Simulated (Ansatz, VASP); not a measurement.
Rh: VASP beside Ansatz

```xyz
2
Lattice="2.6888 0.0000 0.0000 -1.3444 2.3286 0.0000 0.0000 0.0000 4.3292" Properties=species:S:1:pos:R:3 pbc="T T T"
Rh    0.0000    1.5524    1.0823
Rh    1.3444    0.7762    3.2469
```

Alike in both runs: task single point; functional PBEsol; k mesh 6 × 6 × 4; occupations gaussian, width 0.1 eV; no spin polarisation.

|  | VASP | Ansatz |
| --- | --- | --- |
| version | VASP 6.6.1 | Ansatz 0.2.0 |
| potentials or method | VASP PAW PBE potentials, release 64 (Rh_pv), cutoff 500 eV | scalar-relativistic, plane waves, PAW |
| valence electrons in the cell | 30 | 34 |

```tsv
	VASP	Ansatz	Ansatz less VASP
gap on the k mesh at the Fermi level (eV)	none	none	-
pressure (GPa)	0.0	0.2	+0.17
traceless stress, the component that is largest in VASP (GPa)	-2.25	-2.27	-0.025
```

VASP's potentials were made for PBE, not for PBEsol, and Ansatz warns of the same on its side. A gap of «none» marks a metal or a gap that the smearing closes. The functional is the same, so the differences come from potentials, cutoffs and numerics. VASP's potentials hold 30 valence electrons a cell and Ansatz's 34, so a difference there can come from the potentials and not from the codes.

The k mesh is coarse, so the values compare programs but aren't converged.
